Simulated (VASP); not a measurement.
# KPt (P-6m2) in VASP: further runs, part 2 of 2

VASP 6.6.1.

## (3) Relaxation of cell and atoms, r2SCAN, target pressure 30 GPa, at which the enthalpy is minimised

Input file POSCAR:

```
KPt
1.0
    3.0008472788      0.0000000000      0.0000000000
   -1.5004236394      2.5988099763      0.0000000000
    0.0000000000      0.0000000000      5.3455780000
Pt K
1 1
Direct
    0.6666666667      0.3333333333      0.0000000000
    0.0000000000      0.0000000000      0.5000000000
```

Input file INCAR.step1:

```
PREC     = Accurate       # precision mode
ENCUT    = 600            # plane-wave cutoff, eV
ISMEAR   = -1             # smearing method
SIGMA    = 0.05           # smearing width, eV
LREAL    = False          # projectors in reciprocal space
LASPH    = True           # aspherical terms in the spheres
NELM     = 60             # most SCF steps
GGA      = PE             # functional
ALGO     = Normal         # electronic algorithm
EDIFF    = 1E-4           # SCF threshold, eV
LWAVE    = True           # write WAVECAR
LCHARG   = False          # write CHGCAR
```

Input file INCAR.step2:

```
PREC     = Accurate       # precision mode
ENCUT    = 600            # plane-wave cutoff, eV
EDIFF    = 1E-6           # SCF threshold, eV
ISMEAR   = -1             # smearing method
SIGMA    = 0.05           # smearing width, eV
LREAL    = False          # projectors in reciprocal space
LASPH    = True           # aspherical terms in the spheres
NELM     = 60             # most SCF steps
ALGO     = Normal         # electronic algorithm
ISIF     = 3              # what is computed and relaxed
LWAVE    = False          # write WAVECAR
LCHARG   = False          # write CHGCAR
METAGGA  = R2SCAN         # meta-GGA
LMIXTAU  = True         
IBRION   = 2              # ionic algorithm
NSW      = 60             # ionic steps
EDIFFG   = -0.01          # ionic threshold
PSTRESS  = 300.0        
ISTART   = 1
```

Input file KPOINTS:

```
regular mesh
0
Gamma
  10 10 5
```

Potentials or basis: VASP PAW PBE potentials, release 64 (Pt, K_sv).

Run with:

```console
cat potpaw_PBE.64/Pt/POTCAR potpaw_PBE.64/K_sv/POTCAR > POTCAR
cp INCAR.step1 INCAR
mpirun -np 1 vasp_std > vasp.out
cp INCAR.step2 INCAR
mpirun -np 1 vasp_std > vasp.out
```

OUTCAR:

```text
PREC = Accurate
   ENCUT = 600
   EDIFF = 1E-6
   ISMEAR = -1
   LREAL = False
   LASPH = True
   NELM = 60
   ISIF = 3
   METAGGA = R2SCAN
   IBRION = 2
   NSW = 60
   EDIFFG = -0.01
   PSTRESS = 300.0
   ISTART = 1

 ion  position               nearest neighbor table
   1  0.667  0.333  0.000-   2 3.19   2 3.19   2 3.19   2 3.19   2 3.19   2 3.19
   2  0.000  0.000  0.500-   1 3.19   1 3.19   1 3.19   1 3.19   1 3.19   1 3.19

  LATTYP: Found a hexagonal cell.
 ALAT       =     3.0008472788
 C/A-ratio  =     1.7813562315

  Lattice vectors:

 A1 = (   3.0008472788,   0.0000000000,   0.0000000000)
 A2 = (  -1.5004236394,   2.5988099763,   0.0000000000)
 A3 = (   0.0000000000,   0.0000000000,   5.3455780000)

Analysis of symmetry for initial positions (statically):
=====================================================================
 Subroutine PRICEL returns:
 Original cell was already a primitive cell.

 Routine SETGRP: Setting up the symmetry group for a
 hexagonal supercell.

 Subroutine GETGRP returns: Found 12 space group operations
 (whereof 12 operations were pure point group operations)
 out of a pool of 24 trial point group operations.

The static configuration has the point symmetry D_3h.

Analysis of symmetry for dynamics (positions and initial velocities):
=====================================================================
 Subroutine PRICEL returns:
 Original cell was already a primitive cell.

 Routine SETGRP: Setting up the symmetry group for a
 hexagonal supercell.

 Subroutine GETGRP returns: Found 12 space group operations
 (whereof 12 operations were pure point group operations)
 out of a pool of 24 trial point group operations.

The dynamic configuration has the point symmetry D_3h.

 Subroutine INISYM returns: Found 12 space group operations
 (whereof 12 operations are pure point group operations),
 and found     1 'primitive' translations

----------------------------------------------------------------------------------------

                                     Primitive cell

  volume of cell :      41.6882

  direct lattice vectors                    reciprocal lattice vectors
     3.000847279  0.000000000  0.000000000     0.333239218  0.192395752  0.000000000
    -1.500423639  2.598809976  0.000000000     0.000000000  0.384791504  0.000000000
     0.000000000  0.000000000  5.345578000     0.000000000  0.000000000  0.187070509

  length of vectors
     3.000847279  3.000847279  5.345578000     0.384791504  0.384791504  0.187070509

  position of ions in fractional coordinates (direct lattice)
     0.666666667  0.333333333  0.000000000
     0.000000000  0.000000000  0.500000000

  ion indices of the primitive-cell ions
   primitive index   ion index
                 1           1
                 2           2

----------------------------------------------------------------------------------------

 KPOINTS: regular mesh

Automatic generation of k-mesh.
 Grid dimensions read from file:
 generate k-points for:   10   10    5

 Generating k-lattice:

  Cartesian coordinates                     Fractional coordinates (reciprocal lattice)
     0.033323922  0.019239575  0.000000000     0.100000000  0.000000000  0.000000000
     0.000000000  0.038479150  0.000000000     0.000000000  0.100000000  0.000000000
     0.000000000  0.000000000  0.037414102     0.000000000  0.000000000  0.200000000
[... 53 lines left out ...]
   LSORBIT =      F    spin-orbit coupling
   LASPH  =      T    aspherical Exc in radial PAW
   ENCUT  =  600.0 eV  44.10 Ry    6.64 a.u.   5.99  5.99 10.68*2*pi/ulx,y,z
   NELM   =     60;   NELMIN=  2; NELMDL=  0     # of ELM steps
   EDIFF  = 0.1E-05   stopping-criterion for ELM
   LREAL  =      F    real-space projection
   EDIFFG = -.1E-01   stopping-criterion for IOM
   NSW    =     60    number of steps for IOM
   IBRION =      2    ionic relax: 0-MD 1-quasi-New 2-CG
   NFREE  =      1    steps in history (QN), initial steepest desc. (CG)
   ISIF   =      3    stress and relaxation
   ISYM   =      2    0-nonsym 1-usesym 2-fastsym
   POTIM  = 0.5000    time-step for ionic-motion
   TEBEG  =    0.0;   TEEND  =   0.0 temperature during run
   PSTRESS=  300.0 pullay stress
   NELECT =      19.0000    total number of electrons
   NUPDOWN=      -1.0000    fix difference up-down
   EMIN   =  10.00;   EMAX   =-10.00  energy-range for DOS
   EFERMI =   0.00;   METHOD = LEGACY
   ISMEAR =    -1;   SIGMA  =   0.05  broadening in eV -4-tet -1-fermi 0-gaus
   EFERMI_NEDOS =   21; number of points for ismear=-14 and -15
   IALGO  =     38    algorithm
   IMIX   =      4    mixing-type and parameters
     AMIX     =   0.40;   BMIX     =  1.00
     AMIX_MAG =   1.60;   BMIX_MAG =  1.00
  volume/ion in A,a.u.               =      20.84       140.66
  Fermi-wavevector in a.u.,A,eV,Ry     =   1.259858  2.380787 21.595748  1.587243
  Thomas-Fermi vector in A             =   2.393397
   LORBIT       =      0    0 simple, 1 ext, 2 COOP (PROOUT), +10 PAW based schemes
   METAGGA = R2SCAN    functional components
   LHFCALC =     F    Hartree Fock is set to
   AEXX    =    0.0000 exact exchange contribution
   IVDW    =     0    specifies the selected vdW correction
   LEPSILON=     F    determine dielectric tensor
   LRPA    =     F    only Hartree local field effects (RPA)
 conjugate gradient relaxation of ions
 non-spin polarized calculation
  energy-cutoff  :      600.00
  volume of cell :       41.69
 maximum number of plane-waves:      1407
 NGX is ok and might be reduce to    24
   NGX = 11   NGY = 11   NGZ = 21

--------------------------------------- Ionic step        1  -------------------------------------------

 number of electron      19.0000002 magnetization

 Free energy of the ion-electron system (eV)
  ---------------------------------------------------
  ext. energy  EPLUGINS =         0.00000000
  ---------------------------------------------------
  free energy    TOTEN  =       -57.09704163 eV

  energy without entropy =      -57.08432853  energy(sigma->0) =      -57.09068508

------------------------ aborting loop because EDIFF is reached ----------------------------------------

  FORCE on cell =-STRESS in cart. coord.  units (eV):
  Direction    XX          YY          ZZ          XY          YZ          ZX
  --------------------------------------------------------------------------------------
  -------------------------------------------------------------------------------------
  Total       -0.5806442     -0.5806442     -0.3385118     -0.0000000      0.0000000      0.0000000
  in kB      -22.3155485    -22.3155485    -13.0098221     -0.0000000      0.0000000      0.0000000
  external PRESSURE =    -319.2136397 kB  Pullay stress =     300.0000000 kB
[... 25 lines left out ...]
--------------------------------------- Ionic step        2  -------------------------------------------

 number of electron      19.0000000 magnetization

 E-fermi :  14.9811     XC(G=0): -15.5790

 val. band max:       14.7660226073   @ k =   0.4000   0.0000   0.0000
 cond. band min:      14.9882657199   @ k =   0.3000   0.1000   0.2000
 fundamental gap:      0.2222431126
 Fermi energy:        14.9811107999

 k-point     1 :       0.0000    0.0000    0.0000
  band No.  band energies     occupation
      1     -22.6662      2.00000
      2      -4.9558      2.00000
      3       0.5761      2.00000
      4       0.5761      2.00000
      5       1.8209      2.00000
      6       8.1507      2.00000
      7       8.3230      2.00000
      8       8.3230      2.00000
      9      12.4745      2.00000
     10      12.4745      2.00000
     11      17.8227      0.00000
     12      19.2111      0.00000
     13      20.1809      0.00000
[... 439 lines left out ...]
  energy  without entropy=      -56.6536552736  energy(sigma->0) =      -56.65878890

  enthalpy is  TOTEN    =       -50.4490099467 eV   P V=        6.2149125743

[... ionic steps 4 to 7 ...]

--------------------------------------- Ionic step        8  -------------------------------------------

 number of electron      19.0000001 magnetization

------------------------ aborting loop because EDIFF is reached ----------------------------------------
[... 71 lines left out ...]
--------------------------------------- Ionic step       10  -------------------------------------------

 number of electron      19.0000001 magnetization

 Free energy of the ion-electron system (eV)
  ---------------------------------------------------
  ext. energy  EPLUGINS =         0.00000000
  ---------------------------------------------------
  free energy    TOTEN  =       -56.49108249 eV

  energy without entropy =      -56.48116314  energy(sigma->0) =      -56.48612282

 E-fermi :   8.5813     XC(G=0): -12.8369

 val. band max:        8.5481914205   @ k =   0.5000   0.0000   0.0000
 cond. band min:       8.5854992364   @ k =   0.3000   0.1000   0.4000
 fundamental gap:      0.0373078159
 Fermi energy:         8.5812746484

 k-point     1 :       0.0000    0.0000    0.0000
  band No.  band energies     occupation
      1     -26.5473      2.00000
      2      -8.9561      2.00000
      3      -6.9926      2.00000
      4      -6.9926      2.00000
      5      -0.2421      2.00000
      6       3.8308      2.00000
      7       4.8985      2.00000
      8       4.8985      2.00000
      9       6.9920      2.00000
     10       6.9920      2.00000
     11      10.6012      0.00000
     12      10.8078      0.00000
     13      14.0565      0.00000
[... 401 lines left out ...]
  energy  without entropy=      -56.4811631428  energy(sigma->0) =      -56.48612282

  enthalpy is  TOTEN    =       -50.4720241057 eV   P V=        6.0190583876

 reached required accuracy - stopping structural energy minimisation
```

Wall time 12 min (1 thread of AMD EPYC 7R13 (Zen 3), shared host); peak memory 0.19 GiB.

What came out:

```
Free energy                                                : -56.4911 eV
Relaxed volume                                             : 16.07 Å³/atom
Relaxed cell                                               : a = 2.741 Å, b = 2.741 Å, c = 4.939 Å, α = 90.00°, β = 90.00°, γ = 120.00°
Space group after relaxing (to 0.1 Å)                      : P-6m2 (No. 187)
Energy change on relaxing (the run minimises the enthalpy) : +303.0 meV/atom
Ionic steps                                                : 10
Pressure after relaxing                                    : 30.0 GPa
Band gap on the k mesh                                     : zero (an odd number of electrons rules out a gap without spin polarisation)
```

The path:
```
step  energy change (eV)  largest force (eV/Å)  pressure (GPa)  volume (Å³)
   1              0.0000                0.0000           -1.92        41.69
   2              7.5366                0.0000          237.32        21.32
   3              0.4331                0.0000           23.66        33.19
   4              0.5312                0.0000           27.27        32.57
   5              0.6098                0.0000           30.07        32.13
   6              0.5776                0.0000           28.92        32.31
   7              0.5799                0.0000           29.11        32.29
   8              0.5793                0.0000           29.07        32.29
   9              0.6498                0.0000           31.56        31.92
  10              0.6060                0.0000           30.02        32.15
```

Final structure:
```yaml
crystal:
  lattice:
    - [2.74136, 0.00000, 0.00000]
    - [-1.37068, 2.37409, 0.00000]
    - [0.00000, 0.00000, 4.93917]
  atoms:
    - { symbol: Pt, position: [0.66667, 0.33333, 0.00000] }
    - { symbol: K, position: [0.00000, 0.00000, 0.50000] }
```

Caveat: the cell is relaxed towards a set pressure, so the run minimises the enthalpy, not the energy; the volume moved by over 15 % at a fixed basis, so the end points are rough; the PAW data sets were made with another functional, which shifts forces and pressure a little; spin-orbit coupling is left out, which moves the levels of the heavy elements.

The gap in the log of VASP goes by the Fermi energy; the results here count the filled bands.